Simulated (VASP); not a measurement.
# CuF (P6_3mc) in VASP: a series of runs

Runs on CuF. Level: PBE. Tasks: single point, relaxation of cell and atoms.

Everything below comes from runs of VASP 6.6.1. Logs are shortened: lines on timing, memory, paths and dates and some standing lists are left out, and cuts for length are marked.

## 1. The cell of the first run

It takes space group P6_3mc (No. 186, hexagonal). Conventional cell: a = 2.868 Å, b = 2.868 Å, c = 6.803 Å, α = 90.00°, β = 90.00°, γ = 120.00°. Cu (site symmetry 3m) has 4 F at 1.93 to 2.22 Å within 2.6 Å. Within 2.6 Å of F (site symmetry 3m) lie 4 Cu at 1.93 to 2.22 Å.

## 2. Single point, PBE

INCAR

```
  PREC = Accurate
  ENCUT = 820
  EDIFF = 1E-6
  ISMEAR = 0
  SIGMA = 0.1
  LREAL = F
  LASPH = T
  NELM = 120
  ALGO = Normal
  ISIF = 2
  LWAVE = F
  LCHARG = T
  GGA = PE
  LELF = T
  LVHAR = T
  NBANDS = 34
  GGA_COMPAT = F
```

KPOINTS

```
regular mesh
0
Gamma
  6 6 4
```

POSCAR

```
CuF
1.0
    2.8676563111      0.0000000000      0.0000000000
   -1.4338281556      2.4834632148      0.0000000000
    0.0000000000      0.0000000000      6.8027915747
Cu F
2 2
Direct
    0.3333333333      0.6666666667      0.0495138409
    0.6666666667      0.3333333333      0.5495138409
    0.3333333333      0.6666666667      0.3325861591
    0.6666666667      0.3333333333      0.8325861591
```

Potentials or basis: VASP PAW PBE potentials, release 64 (Cu_sv_GW, F).

The run is started by

```sh
cat potpaw_PBE.64/Cu_sv_GW/POTCAR potpaw_PBE.64/F/POTCAR > POTCAR
mpirun -np 1 vasp_std > vasp.out
```

OUTCAR:

```text
PREC = Accurate
   ENCUT = 820
   EDIFF = 1E-6
   ISMEAR = 0
   LREAL = F
   LASPH = T
   NELM = 120
   ISIF = 2
   GGA = PE

 ion  position               nearest neighbor table
   1  0.333  0.667  0.050-   3 1.93   4 2.22   4 2.22   4 2.22
   2  0.667  0.333  0.550-   4 1.93   3 2.22   3 2.22   3 2.22
   3  0.333  0.667  0.333-   1 1.93   2 2.22   2 2.22   2 2.22
   4  0.667  0.333  0.833-   2 1.93   1 2.22   1 2.22   1 2.22

  LATTYP: Found a hexagonal cell.
 ALAT       =     2.8676563111
 C/A-ratio  =     2.3722478696

  Lattice vectors:

 A1 = (   2.8676563111,   0.0000000000,   0.0000000000)
 A2 = (  -1.4338281556,   2.4834632148,   0.0000000000)
 A3 = (   0.0000000000,   0.0000000000,   6.8027915747)

Analysis of symmetry for initial positions (statically):
=====================================================================
 Subroutine PRICEL returns:
 Original cell was already a primitive cell.

 Routine SETGRP: Setting up the symmetry group for a
 hexagonal supercell.

 Subroutine GETGRP returns: Found 12 space group operations
 (whereof  6 operations were pure point group operations)
 out of a pool of 24 trial point group operations.

The static configuration has the point symmetry C_3v.
 The point group associated with its full space group is C_6v.

Analysis of symmetry for dynamics (positions and initial velocities):
=====================================================================
 Subroutine PRICEL returns:
 Original cell was already a primitive cell.

 Routine SETGRP: Setting up the symmetry group for a
 hexagonal supercell.

 Subroutine GETGRP returns: Found 12 space group operations
 (whereof  6 operations were pure point group operations)
 out of a pool of 24 trial point group operations.

The dynamic configuration has the point symmetry C_3v.
 The point group associated with its full space group is C_6v.

 Subroutine INISYM returns: Found 12 space group operations
 (whereof  6 operations are pure point group operations),
 and found     1 'primitive' translations

----------------------------------------------------------------------------------------

                                     Primitive cell

  volume of cell :      48.4476

  direct lattice vectors                    reciprocal lattice vectors
     2.867656311  0.000000000  0.000000000     0.348716824  0.201331752  0.000000000
[... 78 lines left out ...]
   ISTART =      0    job   : 0-new  1-cont  2-samecut
   ICHARG =      2    charge: 1-file 2-atom 10-const
   ISPIN  =      1    spin polarized calculation?
   LNONCOLLINEAR =      F non collinear calculations
   LSORBIT =      F    spin-orbit coupling
   LASPH  =      T    aspherical Exc in radial PAW
   ENCUT  =  820.0 eV  60.27 Ry    7.76 a.u.   6.70  6.70 15.88*2*pi/ulx,y,z
   NELM   =    120;   NELMIN=  2; NELMDL= -5     # of ELM steps
   EDIFF  = 0.1E-05   stopping-criterion for ELM
   LREAL  =      F    real-space projection
[... 7 lines left out ...]
   TEBEG  =    0.0;   TEEND  =   0.0 temperature during run
   PSTRESS=    0.0 pullay stress
   NELECT =      52.0000    total number of electrons
   NUPDOWN=      -1.0000    fix difference up-down
   EMIN   =  10.00;   EMAX   =-10.00  energy-range for DOS
   EFERMI =   0.00;   METHOD = LEGACY
   ISMEAR =     0;   SIGMA  =   0.10  broadening in eV -4-tet -1-fermi 0-gaus
   EFERMI_NEDOS =   21; number of points for ismear=-14 and -15
   IALGO  =     38    algorithm
   IMIX   =      4    mixing-type and parameters
     AMIX     =   0.40;   BMIX     =  1.00
     AMIX_MAG =   1.60;   BMIX_MAG =  1.00
  volume/ion in A,a.u.               =      12.11        81.74
  Fermi-wavevector in a.u.,A,eV,Ry     =   1.676172  3.167506 38.226289  2.809553
  Thomas-Fermi vector in A             =   2.760662
   LORBIT       =      0    0 simple, 1 ext, 2 COOP (PROOUT), +10 PAW based schemes
   GGA     = PE    functional components
   LHFCALC =     F    Hartree Fock is set to
   AEXX    =    0.0000 exact exchange contribution
   IVDW    =     0    specifies the selected vdW correction
   LEPSILON=     F    determine dielectric tensor
   LRPA    =     F    only Hartree local field effects (RPA)
 non-spin polarized calculation
 Gauss-broadening in eV      SIGMA  =   0.10
  energy-cutoff  :      820.00
  volume of cell :       48.45
 maximum number of plane-waves:      2611
 NGX is ok and might be reduce to    28
   NGX = 13   NGY = 13   NGZ = 31

 number of electron      52.0000004 magnetization

 Free energy of the ion-electron system (eV)
  ---------------------------------------------------
  ext. energy  EPLUGINS =         0.00000000
  ---------------------------------------------------
  free energy    TOTEN  =       -14.81484701 eV

  energy without entropy =      -14.81322489  energy(sigma->0) =      -14.81403595

 E-fermi :   3.3930     XC(G=0): -11.0981

 val. band max:        3.3887996678   @ k =   0.0000   0.0000   0.0000
 cond. band min:       3.6268723573   @ k =   0.0000   0.0000   0.2500
 fundamental gap:      0.2380726895
 Fermi energy:         3.3929581291

 k-point     1 :       0.0000    0.0000    0.0000
  band No.  band energies     occupation
      1    -107.6349      2.00000
      2    -107.6345      2.00000
      3     -65.0879      2.00000
      4     -65.0863      2.00000
      5     -65.0251      2.00000
      6     -65.0251      2.00000
[... 766 lines left out ...]
     33      17.8900      0.00000
     34      18.0992      0.00000

------------------------ aborting loop because EDIFF is reached ----------------------------------------

  FORCE on cell =-STRESS in cart. coord.  units (eV):
  Direction    XX          YY          ZZ          XY          YZ          ZX
  --------------------------------------------------------------------------------------
  -------------------------------------------------------------------------------------
  Total       -0.2571626     -0.2571626     -0.1407396      0.0000000      0.0000000      0.0000000
  in kB       -8.5044538     -8.5044538     -4.6543053      0.0000000      0.0000000      0.0000000
  external PRESSURE =      -7.2210710 kB  Pullay stress =       0.0000000 kB

 VOLUME and BASIS-vectors are now :
 -----------------------------------------------------------------------------
  energy-cutoff  :      820.00
  volume of cell :       48.45
      direct lattice vectors                 reciprocal lattice vectors
     2.867656311  0.000000000  0.000000000     0.348716824  0.201331752  0.000000000
    -1.433828156  2.483463215  0.000000000     0.000000000  0.402663504  0.000000000
     0.000000000  0.000000000  6.802791575     0.000000000  0.000000000  0.146998477

 POSITION                                       TOTAL-FORCE (eV/Angst)
 -----------------------------------------------------------------------------------
     -0.00000      1.65564      0.33683         0.000000     -0.000000     -0.012379
      1.43383      0.82782      3.73823        -0.000000      0.000000     -0.012379
     -0.00000      1.65564      2.26251        -0.000000      0.000000      0.012379
      1.43383      0.82782      5.66391         0.000000     -0.000000      0.012379
 -----------------------------------------------------------------------------------
    total drift:                               -0.000001      0.000001      0.006149

  FREE ENERGIE OF THE ION-ELECTRON SYSTEM (eV)
  ---------------------------------------------------
  free  energy   TOTEN  =       -14.8148470083 eV

  energy  without entropy=      -14.8132248919  energy(sigma->0) =      -14.81403595
```

It took 52 s on 1 thread of AMD EPYC 9R45 (Zen 5), shared host; peak memory 0.22 GiB.

Results:

```
Free energy            : -14.8148 eV
Pressure               : -0.7 GPa
Largest force          : 0.012 eV/Å
Band gap on the k mesh : 0.12 eV (least direct gap 0.41 eV)
```

Forces in eV/Å, atoms in the order of the input:
```
Cu   0.000  0.000 -0.012
Cu   0.000  0.000 -0.012
F    0.000  0.000  0.012
F    0.000  0.000  0.012
```

Stress tensor (GPa, compression positive):
```
-0.85  0.00  0.00
 0.00 -0.85  0.00
 0.00  0.00 -0.47
```

Caveat: the k points lie up to 0.42 Å⁻¹ apart; semilocal functionals underestimate gaps, and a narrow one can read as zero. A k mesh can miss the band edges.

## 3. Relaxation of cell and atoms, PBE

This run uses another cell than the first one, of 10.11 Å³/atom.

INCAR

```
PREC = Accurate ; ENCUT = 820
EDIFF = 1E-7 ; ISMEAR = 0
SIGMA = 0.1 ; LREAL = F
LASPH = T ; NELM = 120
ALGO = Normal ; ISIF = 3
LWAVE = F ; LCHARG = F
GGA = PE ; IBRION = 2
NSW = 90 ; EDIFFG = -0.04
GGA_COMPAT = F ; NELMIN = 4
```

KPOINTS is that of step 2.

POSCAR

```
CuF
1.0
    3.0778297464      0.0000000000      0.0000000000
   -1.5389148732      2.6654787489      0.0000000000
    0.0000000000      0.0000000000      4.9290381992
Cu F
2 2
Direct
    0.3333333333      0.6666666667      0.0000000000
    0.6666666667      0.3333333333      0.5000000000
    0.3333333333      0.6666666667      0.3821000000
    0.6666666667      0.3333333333      0.8821000000
```

Potentials or basis: VASP PAW PBE potentials, release 64 (Cu_sv_GW, F).

The run is started by

```sh
cat potpaw_PBE.64/Cu_sv_GW/POTCAR potpaw_PBE.64/F/POTCAR > POTCAR
mpirun -np 1 vasp_std > vasp.out
```

Wall time 2.8 min (1 thread of AMD EPYC 9R45 (Zen 5), shared host); peak memory 0.22 GiB.

The run converged. Its results:

| Item | Value |
| --- | --- |
| Free energy | -14.1072 eV |
| Relaxed volume | 14.05 Å³/atom |
| Relaxed cell | a = 3.428 Å, b = 3.428 Å, c = 5.521 Å, α = 90.00°, β = 90.00°, γ = 120.00° |
| Space group after relaxing (to 0.1 Å) | P6_3mc (No. 186) |
| Energy gained by relaxing | 472.4 meV/atom |
| Ionic steps | 5 |
| Pressure after relaxing | -0.1 GPa |
| Largest force after relaxing | 0.010 eV/Å |
| Band gap on the k mesh | zero (bands 26 and 27 overlap by 0.05 eV) |

Forces in eV/Å, atoms in the order of the input:
```
Cu   0.000  0.000  0.010
Cu   0.000  0.000  0.010
F    0.000  0.000 -0.010
F    0.000  0.000 -0.010
```

Stress tensor (GPa, compression positive):
```
-0.29  0.00  0.00
 0.00 -0.29  0.00
 0.00  0.00  0.30
```

Step by step:
```tsv
step	energy change (eV)	largest force (eV/Å)	pressure (GPa)	volume (Å³)
1	0.0000	0.0001	52.97	40.44
2	-1.7374	0.0050	-5.91	63.32
3	-1.8879	0.0014	0.56	55.62
4	-1.8890	0.0003	-0.06	56.19
5	-1.8895	0.0105	-0.09	56.19
```

Final structure:
```
Cu F
1.0
     3.42829    0.00000    0.00000
    -1.71414    2.96898    0.00000
     0.00000    0.00000    5.52053
Cu F
2 2
Cartesian
  0.0000 1.9793 0.0000
  1.7141 0.9897 2.7603
  0.0000 1.9793 2.1094
  1.7141 0.9897 4.8697
```

Levels at points of the mesh, in eV from the Fermi level:
```csv
k point,band 23,band 24,band 25,band 26,band 27,band 28,band 29,band 30
"(0.00, 0.00, 0.00)",-0.25,-0.25,-0.11,0.04,0.04,3.50,4.81,12.15
"(0.50, 0.00, 0.00)",-0.51,-0.51,-0.27,-0.26,3.34,4.18,6.45,6.94
"(0.00, 0.00, 0.50)",-0.12,-0.12,-0.12,-0.12,0.58,0.58,8.59,8.59
"(0.50, 0.00, 0.50)",-0.41,-0.41,-0.37,-0.37,4.18,4.18,5.16,5.16
```

Caveat: the k points lie up to 0.35 Å⁻¹ apart in the final cell; the volume moved by over 15 % at a fixed basis, so the end points are rough; semilocal functionals underestimate gaps, and a narrow one can read as zero. With open d or f shells a metallic result of PBE can be an artefact of self-interaction; +U or a hybrid may open a gap.

The gap in the log of VASP goes by the Fermi energy; the results here count the filled bands.